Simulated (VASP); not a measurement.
# HgSb: single point with PBEsol

Crystal: HgSb.

```
Hg Sb
1.0
     0.00000    3.22271    3.22271
     3.22271    0.00000    3.22271
     3.22271    3.22271    0.00000
Hg Sb
1 1
Direct
  0.00000 0.00000 0.00000
  0.25000 0.25000 0.25000
```

```yaml
Program: VASP 6.6.1
Task: single point
Functional: PBEsol
Potentials_or_basis: VASP PAW PBE potentials, release 64 (Hg, Sb)
Cutoff: 520 eV
k_mesh: 10 × 10 × 10
Occupations: gaussian, width 0.05 eV
Spin: no spin polarisation
Dipole_correction: no
Further_INCAR_settings: ALGO = Normal; EDIFF = 1e-06; NBANDS = 16
```

- Pressure: -0.8 GPa
- Band gap on the k mesh: zero (an odd number of electrons rules out a gap without spin polarisation)

Levels at points of the mesh, in eV from the Fermi level:
| k point | band 5 | band 6 | band 7 | band 8 | band 9 | band 10 | band 11 | band 12 | band 13 | band 14 |
| --- | --- | --- | --- | --- | --- | --- | --- | --- | --- | --- |
| (0.00, 0.00, 0.00) | -6.65 | -6.65 | 0.67 | 1.58 | 1.58 | 1.58 | 4.70 | 4.70 | 4.70 | 6.55 |
| (0.50, 0.00, 0.00) | -6.63 | -6.18 | -4.77 | 0.35 | 0.35 | 1.66 | 5.60 | 5.60 | 7.19 | 9.05 |
| (0.50, 0.50, 0.00) | -6.60 | -5.84 | -4.93 | -1.16 | -1.16 | 2.60 | 2.98 | 9.52 | 9.94 | 9.94 |

Wall time 18 s on 1 thread of Intel(R) Xeon(R) 6975P-C (Granite Rapids), with other jobs on the host, peak memory 0.23 GiB.

Caveat: the PAW data sets were made with another functional, which shifts forces and pressure a little; spin-orbit coupling is left out, which moves the levels of the heavy elements.
